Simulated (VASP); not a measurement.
# Ir (Fm-3m) in VASP: further runs

Runs on Ir. Level: LDA. Tasks: single point, relaxation of volume and atoms at fixed shape.

Everything below comes from runs of VASP 6.6.1. Logs are shortened: lines on timing, memory, paths and dates and some standing lists are left out, and cuts for length are marked.

## (1) The cell of the first run

Symmetry: Fm-3m, No. 225, cubic system. The conventional cell has a = 3.812 Å, b = 3.812 Å, c = 3.812 Å, α = 90.00°, β = 90.00°, γ = 90.00°. Within 3.6 Å of Ir (site symmetry m-3m) lie 12 Ir at 2.70 Å.

## (2) Single point, LDA

Input file INCAR:

```
SYSTEM = Ir
PREC = Accurate
ENCUT = 520
EDIFF = 1E-6
ISMEAR = -1
SIGMA = 0.1
LREAL = .FALSE.
LASPH = .TRUE.
NELM = 100
ALGO = Normal
ISIF = 2
LWAVE = .FALSE.
LCHARG = .FALSE.
GGA = CA
NBANDS = 10
```

Input file KPOINTS:

```
regular mesh
0
G
  19 19 19
  0 0 0
```

Input file POSCAR:

```
Ir
1.0
    0.0000000000      1.9060969603      1.9060969603
    1.9060969603      0.0000000000      1.9060969603
    1.9060969603      1.9060969603      0.0000000000
Ir
1
Direct
    0.0000000000      0.0000000000      0.0000000000
```

Potentials or basis: VASP PAW LDA potentials, release 64 (Ir).

Launch:

```bash
> cat potpaw_LDA.64/Ir/POTCAR > POTCAR
> mpirun -np 1 vasp_std > vasp.out
```

OUTCAR:

```text
SYSTEM = Ir
   PREC = Accurate
   ENCUT = 520
   EDIFF = 1E-6
   ISMEAR = -1
   LREAL = .FALSE.
   LASPH = .TRUE.
   NELM = 100
   ISIF = 2
   GGA = CA

 ion  position               nearest neighbor table
   1  0.000  0.000  0.000-

  LATTYP: Found a face centered cubic cell.
 ALAT       =     3.8121939206

  Lattice vectors:

 A1 = (   0.0000000000,   1.9060969603,   1.9060969603)
 A2 = (   1.9060969603,   0.0000000000,   1.9060969603)
 A3 = (   1.9060969603,   1.9060969603,   0.0000000000)

Analysis of symmetry for initial positions (statically):
=====================================================================
 Subroutine PRICEL returns:
 Original cell was already a primitive cell.

 Routine SETGRP: Setting up the symmetry group for a
 face centered cubic supercell.

 Subroutine GETGRP returns: Found 48 space group operations
 (whereof 48 operations were pure point group operations)
 out of a pool of 48 trial point group operations.

The static configuration has the point symmetry O_h .

Analysis of symmetry for dynamics (positions and initial velocities):
=====================================================================
 Subroutine PRICEL returns:
 Original cell was already a primitive cell.

 Routine SETGRP: Setting up the symmetry group for a
 face centered cubic supercell.

 Subroutine GETGRP returns: Found 48 space group operations
 (whereof 48 operations were pure point group operations)
 out of a pool of 48 trial point group operations.

The dynamic configuration has the point symmetry O_h .

 Subroutine INISYM returns: Found 48 space group operations
 (whereof 48 operations are pure point group operations),
 and found     1 'primitive' translations

----------------------------------------------------------------------------------------

                                     Primitive cell

  volume of cell :      13.8505

  direct lattice vectors                    reciprocal lattice vectors
     0.000000000  1.906096960  1.906096960    -0.262316142  0.262316142  0.262316142
     1.906096960  0.000000000  1.906096960     0.262316142 -0.262316142  0.262316142
     1.906096960  1.906096960  0.000000000     0.262316142  0.262316142 -0.262316142

  length of vectors
     2.695628172  2.695628172  2.695628172     0.454344885  0.454344885  0.454344885

  position of ions in fractional coordinates (direct lattice)
     0.000000000  0.000000000  0.000000000

  ion indices of the primitive-cell ions
   primitive index   ion index
                 1           1

----------------------------------------------------------------------------------------

 KPOINTS: regular mesh

Automatic generation of k-mesh.
 Grid dimensions read from file:
 generate k-points for:   19   19   19

 Generating k-lattice:

  Cartesian coordinates                     Fractional coordinates (reciprocal lattice)
    -0.013806113  0.013806113  0.013806113     0.052631579  0.000000000  0.000000000
     0.013806113 -0.013806113  0.013806113     0.000000000  0.052631579  0.000000000
     0.013806113  0.013806113 -0.013806113     0.000000000  0.000000000  0.052631579

  Length of vectors
     0.023912889  0.023912889  0.023912889

  Shift w.r.t. Gamma in fractional coordinates (k-lattice)
     0.000000000  0.000000000  0.000000000

 Subroutine IBZKPT returns following result:
 ===========================================

 Found    220 irreducible k-points:

 Following reciprocal coordinates:
            Coordinates               Weight
  0.000000  0.000000  0.000000      1.000000
  0.052632  0.000000  0.000000      8.000000
  0.105263  0.000000  0.000000      8.000000
  0.157895  0.000000  0.000000      8.000000
  0.210526  0.000000  0.000000      8.000000
  0.263158  0.000000  0.000000      8.000000
[... 16 lines left out ...]
 -0.315789  0.052632  0.000000     24.000000
 -0.263158  0.052632  0.000000     24.000000
 [... further k-points ...]
   k-points           NKPTS =    220   k-points in BZ     NKDIM =    220   number of bands    NBANDS=     10
   number of dos      NEDOS =    301   number of ions     NIONS =      1
   total plane-waves  NPLWV =   8000
   dimension x,y,z NGX =    20 NGY =   20 NGZ =   20
   dimension x,y,z NGXF=    40 NGYF=   40 NGZF=   40
   ions per type =               1
   NGX,Y,Z   is equivalent  to a cutoff of  12.33, 12.33, 12.33 a.u.
   NGXF,Y,Z  is equivalent  to a cutoff of  24.67, 24.67, 24.67 a.u.
 SYSTEM =  Ir
   PREC   = accura    normal or accurate (medium, high low for compatibility)
   ISTART =      0    job   : 0-new  1-cont  2-samecut
   ICHARG =      2    charge: 1-file 2-atom 10-const
   ISPIN  =      1    spin polarized calculation?
   LNONCOLLINEAR =      F non collinear calculations
   LSORBIT =      F    spin-orbit coupling
   LASPH  =      T    aspherical Exc in radial PAW
   ENCUT  =  520.0 eV  38.22 Ry    6.18 a.u.   5.01  5.01  5.01*2*pi/ulx,y,z
   NELM   =    100;   NELMIN=  2; NELMDL= -5     # of ELM steps
   EDIFF  = 0.1E-05   stopping-criterion for ELM
   LREAL  =      F    real-space projection
[... 7 lines left out ...]
   TEBEG  =    0.0;   TEEND  =   0.0 temperature during run
   PSTRESS=    0.0 pullay stress
   NELECT =       9.0000    total number of electrons
   NUPDOWN=      -1.0000    fix difference up-down
   EMIN   =  10.00;   EMAX   =-10.00  energy-range for DOS
   EFERMI =   0.00;   METHOD = LEGACY
   ISMEAR =    -1;   SIGMA  =   0.10  broadening in eV -4-tet -1-fermi 0-gaus
   EFERMI_NEDOS =   21; number of points for ismear=-14 and -15
   IALGO  =     38    algorithm
   IMIX   =      4    mixing-type and parameters
     AMIX     =   0.40;   BMIX     =  1.00
     AMIX_MAG =   1.60;   BMIX_MAG =  1.00
  volume/ion in A,a.u.               =      13.85        93.47
  Fermi-wavevector in a.u.,A,eV,Ry     =   1.417971  2.679577 27.356442  2.010642
  Thomas-Fermi vector in A             =   2.539145
   LORBIT       =      0    0 simple, 1 ext, 2 COOP (PROOUT), +10 PAW based schemes
   GGA     = CA    functional components
   LHFCALC =     F    Hartree Fock is set to
   AEXX    =    0.0000 exact exchange contribution
   IVDW    =     0    specifies the selected vdW correction
   LEPSILON=     F    determine dielectric tensor
   LRPA    =     F    only Hartree local field effects (RPA)
 non-spin polarized calculation
  energy-cutoff  :      520.00
  volume of cell :       13.85
 maximum number of plane-waves:       381
   NGX =  9   NGY =  9   NGZ =  9

 number of electron       9.0000001 magnetization

 Free energy of the ion-electron system (eV)
  ---------------------------------------------------
  ext. energy  EPLUGINS =         0.00000000
  ---------------------------------------------------
  free energy    TOTEN  =       -10.33573447 eV

  energy without entropy =      -10.30190596  energy(sigma->0) =      -10.31882022

 E-fermi :  10.6686     XC(G=0): -14.2619

 val. band max:       10.6686394235   @ k =  -0.1579   0.1579   0.0526
 cond. band min:      10.6722959795   @ k =   0.4737   0.3684   0.0000
 fundamental gap:      0.0036565560
 Fermi energy:        10.6686415530

 k-point     1 :       0.0000    0.0000    0.0000
  band No.  band energies     occupation
      1      -0.6474      2.00000
      2       6.6443      2.00000
      3       6.6443      2.00000
      4       6.6443      2.00000
      5       9.4640      1.99999
      6       9.4640      1.99999
      7      24.9861      0.00000
      8      30.6525      0.00000
      9      30.6525      0.00000
     10      30.6525      0.00000

 k-point     2 :       0.0526    0.0000    0.0000
  band No.  band energies     occupation
      1      -0.5207      2.00000
      2       6.5756      2.00000
      3       6.7002      2.00000
      4       6.7002      2.00000
      5       9.4268      1.99999
      6       9.4268      1.99999
      7      25.2087      0.00000
      8      29.9786      0.00000
      9      30.8637      0.00000
     10      30.8637      0.00000

 k-point     3 :       0.1053    0.0000    0.0000
  band No.  band energies     occupation
      1      -0.1527      2.00000
      2       6.3967      2.00000
      3       6.8493      2.00000
      4       6.8493      2.00000
      5       9.3417      2.00000
      6       9.3417      2.00000
      7      25.8266      0.00000
      8      28.6235      0.00000
      9      31.4801      0.00000
     10      31.4801      0.00000

 k-point     4 :       0.1579    0.0000    0.0000
  band No.  band energies     occupation
      1       0.4155      2.00000
      2       6.1852      2.00000
      3       7.0279      2.00000
      4       7.0279      2.00000
      5       9.2915      2.00000
      6       9.2915      2.00000
      7      26.5928      0.00000
      8      27.2563      0.00000
      9      32.4512      0.00000
     10      32.4512      0.00000
[... 222 lines left out ...]
 k-point    22 :      -0.3684    0.0526    0.0000
  band No.  band energies     occupation
      1       2.4599      2.00000
      2       6.6515      2.00000
      3       6.7856      2.00000
      4       7.9278      2.00000
      5      10.7159      0.76785
      6      11.5704      0.00024
      7      20.4871      0.00000
      8      25.5302      0.00000
      9      31.0939      0.00000
     10      32.6171      0.00000

 k-point    23 :      -0.3158    0.0526    0.0000
  band No.  band energies     occupation
      1       2.3543      2.00000
      2       6.7915      2.00000
      3       6.9489      2.00000
      4       6.9571      2.00000
      5      10.0952      1.99355
      6      10.9912      0.07645
      7      22.2132      0.00000
      8      26.4235      0.00000
      9      32.1115      0.00000
     10      34.3437      0.00000

 k-point    24 :      -0.2632    0.0526    0.0000
  band No.  band energies     occupation
      1       2.0204      2.00000
      2       6.2112      2.00000
      3       7.0274      2.00000
      4       7.1215      2.00000
      5       9.5092      1.99998
      6      10.4033      1.86844
      7      23.8265      0.00000
      8      27.4140      0.00000
      9      33.1005      0.00000
     10      34.3587      0.00000

 [... further k-points ...]
[... 5 lines left out ...]
  --------------------------------------------------------------------------------------
  -------------------------------------------------------------------------------------
  Total        0.2282887      0.2282887      0.2282887      0.0000000     -0.0000000      0.0000000
  in kB       26.4076704     26.4076704     26.4076704      0.0000000     -0.0000000      0.0000000
  external PRESSURE =      26.4076704 kB  Pullay stress =       0.0000000 kB

 VOLUME and BASIS-vectors are now :
 -----------------------------------------------------------------------------
  energy-cutoff  :      520.00
  volume of cell :       13.85
      direct lattice vectors                 reciprocal lattice vectors
     0.000000000  1.906096960  1.906096960    -0.262316142  0.262316142  0.262316142
     1.906096960  0.000000000  1.906096960     0.262316142 -0.262316142  0.262316142
     1.906096960  1.906096960  0.000000000     0.262316142  0.262316142 -0.262316142

 POSITION                                       TOTAL-FORCE (eV/Angst)
 -----------------------------------------------------------------------------------
      0.00000      0.00000      0.00000         0.000000      0.000000      0.000000
 -----------------------------------------------------------------------------------
    total drift:                               -0.000000     -0.000000     -0.000000

  FREE ENERGIE OF THE ION-ELECTRON SYSTEM (eV)
  ---------------------------------------------------
  free  energy   TOTEN  =       -10.3357344717 eV

  energy  without entropy=      -10.3019059587  energy(sigma->0) =      -10.31882022
```

It took 16 s on 1 thread of AMD EPYC 9R14 (Zen 4), shared host; peak memory 0.12 GiB.

Results:

| Property | Result |
| --- | --- |
| Free energy | -10.3357 eV |
| Pressure | 2.6 GPa |
| Band gap on the k mesh | zero (an odd number of electrons rules out a gap without spin polarisation) |

Levels at points of the mesh, in eV from the Fermi level:
| k point | band 2 | band 3 | band 4 | band 5 | band 6 | band 7 |
| --- | --- | --- | --- | --- | --- | --- |
| (0.00, 0.00, 0.00) | -4.02 | -4.02 | -4.02 | -1.20 | -1.20 | 14.32 |

Caveat: spin-orbit coupling is left out, which moves the levels of the heavy elements.

## (3) Relaxation of volume and atoms at fixed shape, LDA

This run uses another cell than the first one, of 14.06 Å³/atom.

Input file INCAR:

```
ALGO = Normal ; EDIFF = 1E-7
EDIFFG = -0.03 ; ENCUT = 600
GGA = CA ; IBRION = 2
ISIF = 8 ; ISMEAR = -1
LASPH = T ; LCHARG = F
LREAL = F ; LWAVE = F
NELM = 80 ; NSW = 80
PREC = Accurate ; SIGMA = 0.1
```

Input file KPOINTS:

```
k-points
0
Gamma
  19 19 19
```

Input file POSCAR:

```
Ir
1.0
    0.0000000000      1.9156000000      1.9156000000
    1.9156000000      0.0000000000      1.9156000000
    1.9156000000      1.9156000000      0.0000000000
Ir
1
Direct
    0.0000000000      0.0000000000      0.0000000000
```

Potentials or basis: VASP PAW LDA potentials, release 64 (Ir).

Launch:

```bash
> cat potpaw_LDA.64/Ir/POTCAR > POTCAR
> mpirun -np 1 vasp_std > vasp.out
```

Run time: 46 s. Hardware: 1 thread of AMD EPYC 9R14 (Zen 4), shared host; peak memory 0.15 GiB.

Results (log left out):

| Item | Value |
| --- | --- |
| Free energy | -10.3367 eV |
| Relaxed volume | 13.95 Å³/atom |
| Relaxed cell | a = 2.702 Å, b = 2.702 Å, c = 2.702 Å, α = 60.00°, β = 60.00°, γ = 60.00° |
| Space group after relaxing (to 0.1 Å) | Fm-3m (No. 225) |
| Energy gained by relaxing | 1.2 meV/atom |
| Ionic steps | 3 |
| Pressure after relaxing | -0.1 GPa |
| Band gap on the k mesh | zero (an odd number of electrons rules out a gap without spin polarisation) |

The path:
```
step  energy change (eV)  largest force (eV/Å)  pressure (GPa)  volume (Å³)
   1              0.0000                0.0000           -3.25        14.06
   2              0.0189                0.0000           14.56        13.49
   3             -0.0012                0.0000           -0.05        13.95
```

Final structure:
```
Ir
1.0
     0.00000    1.91042    1.91042
     1.91042    0.00000    1.91042
     1.91042    1.91042    0.00000
Ir
1
Cartesian
  0.0000 0.0000 0.0000
```

Levels at points of the mesh, in eV from the Fermi level:
```tsv
k point	band 1	band 2	band 3	band 4	band 5	band 6	band 7	band 8
(0.00, 0.00, 0.00)	-11.24	-3.98	-3.98	-3.98	-1.19	-1.19	14.33	19.96
```

Caveat: spin-orbit coupling is left out, which moves the levels of the heavy elements.
